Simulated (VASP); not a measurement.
# GaN (Fm-3m) in VASP: a series of runs, part 2 of 2

VASP 6.6.1. Earlier steps stand in the parts before.

### 4 Single point, PBE

INCAR reads:

```
SYSTEM = GaN
PREC = Accurate
ENCUT = 520
EDIFF = 1E-7
ISMEAR = -1
SIGMA = 0.05
LREAL = .FALSE.
LASPH = .TRUE.
NELM = 60
ALGO = Normal
ISIF = 2
LWAVE = .FALSE.
LCHARG = .FALSE.
GGA = PE
NBANDS = 16
```

KPOINTS reads:

```
regular mesh
0
G
  11 11 11
  0 0 0
```

POSCAR reads:

```
GaN
1.0
    0.0000000000      2.1341235173      2.1341235173
    2.1341235173      0.0000000000      2.1341235173
    2.1341235173      2.1341235173      0.0000000000
Ga N
1 1
Direct
    0.0000000000      0.0000000000      0.0000000000
    0.5000000000      0.5000000000      0.5000000000
```

Potentials or basis: VASP PAW PBE potentials, release 64 (Ga_d, N).

On the command line:

```
> cat potpaw_PBE.64/Ga_d/POTCAR potpaw_PBE.64/N/POTCAR > POTCAR
> mpirun -np 1 vasp_std > vasp.out
```

OUTCAR:

```text
SYSTEM = GaN
   PREC = Accurate
   ENCUT = 520
   EDIFF = 1E-7
   ISMEAR = -1
   LREAL = .FALSE.
   LASPH = .TRUE.
   NELM = 60
   ISIF = 2
   GGA = PE

 ion  position               nearest neighbor table
   1  0.000  0.000  0.000-   2 2.13   2 2.13   2 2.13   2 2.13   2 2.13   2 2.13
   2  0.500  0.500  0.500-   1 2.13   1 2.13   1 2.13   1 2.13   1 2.13   1 2.13

  LATTYP: Found a face centered cubic cell.
 ALAT       =     4.2682470346

  Lattice vectors:

 A1 = (   0.0000000000,   2.1341235173,   2.1341235173)
 A2 = (   2.1341235173,   0.0000000000,   2.1341235173)
 A3 = (   2.1341235173,   2.1341235173,   0.0000000000)

Analysis of symmetry for initial positions (statically):
=====================================================================
 Subroutine PRICEL returns:
 Original cell was already a primitive cell.

 Routine SETGRP: Setting up the symmetry group for a
 face centered cubic supercell.

 Subroutine GETGRP returns: Found 48 space group operations
 (whereof 48 operations were pure point group operations)
 out of a pool of 48 trial point group operations.

The static configuration has the point symmetry O_h .

Analysis of symmetry for dynamics (positions and initial velocities):
=====================================================================
 Subroutine PRICEL returns:
 Original cell was already a primitive cell.

 Routine SETGRP: Setting up the symmetry group for a
 face centered cubic supercell.

 Subroutine GETGRP returns: Found 48 space group operations
 (whereof 48 operations were pure point group operations)
 out of a pool of 48 trial point group operations.

The dynamic configuration has the point symmetry O_h .

 Subroutine INISYM returns: Found 48 space group operations
 (whereof 48 operations are pure point group operations),
 and found     1 'primitive' translations

----------------------------------------------------------------------------------------

                                     Primitive cell

  volume of cell :      19.4397

  direct lattice vectors                    reciprocal lattice vectors
     0.000000000  2.134123517  2.134123517    -0.234288220  0.234288220  0.234288220
     2.134123517  0.000000000  2.134123517     0.234288220 -0.234288220  0.234288220
     2.134123517  2.134123517  0.000000000     0.234288220  0.234288220 -0.234288220

  length of vectors
     3.018106422  3.018106422  3.018106422     0.405799101  0.405799101  0.405799101

  position of ions in fractional coordinates (direct lattice)
     0.000000000  0.000000000  0.000000000
     0.500000000  0.500000000  0.500000000

  ion indices of the primitive-cell ions
   primitive index   ion index
                 1           1
                 2           2

----------------------------------------------------------------------------------------

 KPOINTS: regular mesh

Automatic generation of k-mesh.
 Grid dimensions read from file:
 generate k-points for:   11   11   11

 Generating k-lattice:

  Cartesian coordinates                     Fractional coordinates (reciprocal lattice)
    -0.021298929  0.021298929  0.021298929     0.090909091  0.000000000  0.000000000
     0.021298929 -0.021298929  0.021298929     0.000000000  0.090909091  0.000000000
     0.021298929  0.021298929 -0.021298929     0.000000000  0.000000000  0.090909091

  Length of vectors
     0.036890827  0.036890827  0.036890827

  Shift w.r.t. Gamma in fractional coordinates (k-lattice)
     0.000000000  0.000000000  0.000000000

 Subroutine IBZKPT returns following result:
 ===========================================

 Found     56 irreducible k-points:

 Following reciprocal coordinates:
            Coordinates               Weight
  0.000000  0.000000  0.000000      1.000000
  0.090909  0.000000  0.000000      8.000000
  0.181818  0.000000  0.000000      8.000000
  0.272727  0.000000  0.000000      8.000000
  0.363636  0.000000  0.000000      8.000000
  0.454545  0.000000  0.000000      8.000000
[... 16 lines left out ...]
 -0.272727  0.181818  0.000000     24.000000
 -0.181818  0.181818  0.000000     12.000000
 [... further k-points ...]
   k-points           NKPTS =     56   k-points in BZ     NKDIM =     56   number of bands    NBANDS=     16
   number of dos      NEDOS =    301   number of ions     NIONS =      2
   total plane-waves  NPLWV =  13824
   dimension x,y,z NGX =    24 NGY =   24 NGZ =   24
   dimension x,y,z NGXF=    48 NGYF=   48 NGZF=   48
   ions per type =               1   1
   NGX,Y,Z   is equivalent  to a cutoff of  13.22, 13.22, 13.22 a.u.
   NGXF,Y,Z  is equivalent  to a cutoff of  26.44, 26.44, 26.44 a.u.
 SYSTEM =  GaN
   PREC   = accura    normal or accurate (medium, high low for compatibility)
   ISTART =      0    job   : 0-new  1-cont  2-samecut
   ICHARG =      2    charge: 1-file 2-atom 10-const
   ISPIN  =      1    spin polarized calculation?
   LNONCOLLINEAR =      F non collinear calculations
   LSORBIT =      F    spin-orbit coupling
   LASPH  =      T    aspherical Exc in radial PAW
   ENCUT  =  520.0 eV  38.22 Ry    6.18 a.u.   5.61  5.61  5.61*2*pi/ulx,y,z
   NELM   =     60;   NELMIN=  2; NELMDL= -5     # of ELM steps
   EDIFF  = 0.1E-06   stopping-criterion for ELM
   LREAL  =      F    real-space projection
   EDIFFG = 0.1E-05   stopping-criterion for IOM
   NSW    =      0    number of steps for IOM
   IBRION =     -1    ionic relax: 0-MD 1-quasi-New 2-CG
   NFREE  =      0    steps in history (QN), initial steepest desc. (CG)
   ISIF   =      2    stress and relaxation
   ISYM   =      2    0-nonsym 1-usesym 2-fastsym
   POTIM  = 0.5000    time-step for ionic-motion
   TEBEG  =    0.0;   TEEND  =   0.0 temperature during run
   PSTRESS=    0.0 pullay stress
   NELECT =      18.0000    total number of electrons
   NUPDOWN=      -1.0000    fix difference up-down
   EMIN   =  10.00;   EMAX   =-10.00  energy-range for DOS
   EFERMI =   0.00;   METHOD = LEGACY
   ISMEAR =    -1;   SIGMA  =   0.05  broadening in eV -4-tet -1-fermi 0-gaus
   EFERMI_NEDOS =   21; number of points for ismear=-14 and -15
   IALGO  =     38    algorithm
   IMIX   =      4    mixing-type and parameters
     AMIX     =   0.40;   BMIX     =  1.00
     AMIX_MAG =   1.60;   BMIX_MAG =  1.00
  volume/ion in A,a.u.               =       9.72        65.59
  Fermi-wavevector in a.u.,A,eV,Ry     =   1.595644  3.015331 34.641536  2.546081
  Thomas-Fermi vector in A             =   2.693531
   LORBIT       =      0    0 simple, 1 ext, 2 COOP (PROOUT), +10 PAW based schemes
   GGA     = PE    functional components
   LHFCALC =     F    Hartree Fock is set to
   AEXX    =    0.0000 exact exchange contribution
   IVDW    =     0    specifies the selected vdW correction
   LEPSILON=     F    determine dielectric tensor
   LRPA    =     F    only Hartree local field effects (RPA)
 non-spin polarized calculation
  energy-cutoff  :      520.00
  volume of cell :       19.44
 maximum number of plane-waves:       534
   NGX = 11   NGY = 11   NGZ = 11

 number of electron      18.0000005 magnetization

 Free energy of the ion-electron system (eV)
  ---------------------------------------------------
  ext. energy  EPLUGINS =         0.00000000
  ---------------------------------------------------
  free energy    TOTEN  =       -11.20655934 eV

  energy without entropy =      -11.20650665  energy(sigma->0) =      -11.20653300

 E-fermi :   7.8567     XC(G=0): -12.9132

 val. band max:        7.5450706352   @ k =  -0.1818   0.1818   0.0000
 cond. band min:       8.0954169631   @ k =   0.4545   0.4545   0.0000
 fundamental gap:      0.5503463280
 Fermi energy:         7.8566911963

 k-point     1 :       0.0000    0.0000    0.0000
  band No.  band energies     occupation
      1      -9.4775      2.00000
      2      -6.4659      2.00000
      3      -6.4659      2.00000
      4      -6.4659      2.00000
      5      -6.3784      2.00000
      6      -6.3784      2.00000
[... 8 lines left out ...]
     15      22.9387      0.00000
     16      22.9387      0.00000
[... 419 lines left out ...]
 k-point    24 :      -0.1818    0.1818    0.0000
  band No.  band energies     occupation
      1      -8.0390      2.00000
      2      -6.5174      2.00000
      3      -6.5149      2.00000
      4      -6.4982      2.00000
      5      -6.3818      2.00000
      6      -6.1709      2.00000
[... 8 lines left out ...]
     15      25.4841      0.00000
     16      27.6650      0.00000

 [... further k-points ...]

------------------------ aborting loop because EDIFF is reached ----------------------------------------

  FORCE on cell =-STRESS in cart. coord.  units (eV):
  Direction    XX          YY          ZZ          XY          YZ          ZX
  --------------------------------------------------------------------------------------
  -------------------------------------------------------------------------------------
  Total        0.0909354      0.0909354      0.0909354      0.0000000     -0.0000000      0.0000000
  in kB        7.4947154      7.4947154      7.4947154      0.0000000     -0.0000000      0.0000000
  external PRESSURE =       7.4947154 kB  Pullay stress =       0.0000000 kB

 VOLUME and BASIS-vectors are now :
 -----------------------------------------------------------------------------
  energy-cutoff  :      520.00
  volume of cell :       19.44
      direct lattice vectors                 reciprocal lattice vectors
     0.000000000  2.134123517  2.134123517    -0.234288220  0.234288220  0.234288220
     2.134123517  0.000000000  2.134123517     0.234288220 -0.234288220  0.234288220
     2.134123517  2.134123517  0.000000000     0.234288220  0.234288220 -0.234288220

 POSITION                                       TOTAL-FORCE (eV/Angst)
 -----------------------------------------------------------------------------------
      0.00000      0.00000      0.00000         0.000000     -0.000000     -0.000000
      2.13412      2.13412      2.13412        -0.000000      0.000000      0.000000
 -----------------------------------------------------------------------------------
    total drift:                                0.000000     -0.000000     -0.000000

  FREE ENERGIE OF THE ION-ELECTRON SYSTEM (eV)
  ---------------------------------------------------
  free  energy   TOTEN  =       -11.2065593374 eV

  energy  without entropy=      -11.2065066549  energy(sigma->0) =      -11.20653300
```

Run time: 6.7 s. Hardware: 1 thread of Intel Xeon 6975P-C (Granite Rapids), shared host; peak memory 0.14 GiB.

What came out:

```yaml
Free_energy: -11.2066 eV
Pressure: 0.7 GPa
Band_gap_on_the_k_mesh: 0.55 eV, indirect (least direct gap 2.38 eV)
```

### 5 Single point, LDA

INCAR reads:

```
  ALGO = Normal
  EDIFF = 1E-6
  ENCUT = 520
  ISIF = 2
  ISMEAR = -1
  LASPH = True
  LCHARG = False
  LREAL = False
  LWAVE = False
  NBANDS = 16
  NELM = 80
  PREC = Accurate
  SIGMA = 0.05
```

KPOINTS reads:

```
k-points
0
Gamma
  11 11 11
```

POSCAR reads:

```
GaN
1.0
    0.0000000000      2.1352350000      2.1352350000
    2.1352350000      0.0000000000      2.1352350000
    2.1352350000      2.1352350000      0.0000000000
Ga N
1 1
Direct
    0.0000000000      0.0000000000      0.0000000000
    0.5000000000      0.5000000000      0.5000000000
```

Potentials or basis: VASP PAW LDA potentials, release 64 (Ga_d, N).

On the command line:

```
> cat potpaw_LDA.64/Ga_d/POTCAR potpaw_LDA.64/N/POTCAR > POTCAR
> mpirun -np 1 vasp_std > vasp.out
```

Run time: 5.7 s. Hardware: 1 thread of Intel Xeon 6975P-C (Granite Rapids), shared host; peak memory 0.13 GiB.

The run converged. Its results:

* Free energy: -13.0386 eV
* Pressure: -12.4 GPa
* Band gap on the k mesh: 0.36 eV, indirect (least direct gap 2.45 eV)

Levels at points of the mesh, in eV from the valence-band top:
| k point | band 5 | band 6 | band 7 | band 8 | band 9 | band 10 | band 11 | band 12 | band 13 | band 14 |
| --- | --- | --- | --- | --- | --- | --- | --- | --- | --- | --- |
| (0.00, 0.00, 0.00) | -14.02 | -14.02 | -0.50 | -0.50 | -0.50 | 1.94 | 14.47 | 14.47 | 14.47 | 15.08 |

A k mesh can miss the band edges.

### 6 The runs side by side

| level | potentials or basis | cell | smearing | gap on the mesh (eV) | pressure (GPa) |
| --- | --- | --- | --- | --- | --- |
| PBE | VASP PAW PBE potentials, release 64 (Ga_d, N) | a = 3.020 Å, angles 60.0°, 2 atoms | gaussian 0.026 eV | 0.54 | 0.4 |
| PBE | VASP PAW PBE potentials, release 64 (Ga_d, N) | a = 3.020 Å, angles 60.0°, 2 atoms | gaussian 0.011 eV | 0.54 | 0.4 |
| PBE | VASP PAW PBE potentials, release 64 (Ga_d, N) | a = 3.018 Å, angles 60.0°, 2 atoms | fermi-dirac 0.05 eV | 0.55 | 0.7 |
| LDA | VASP PAW LDA potentials, release 64 (Ga_d, N) | a = 3.020 Å, angles 60.0°, 2 atoms | fermi-dirac 0.05 eV | 0.36 | -12.4 |

Alike in all rows: task single point; no spin polarisation; k mesh 11 × 11 × 11; cutoff (eV) 520.

Absolute energies hang on the potentials; compare differences alone.
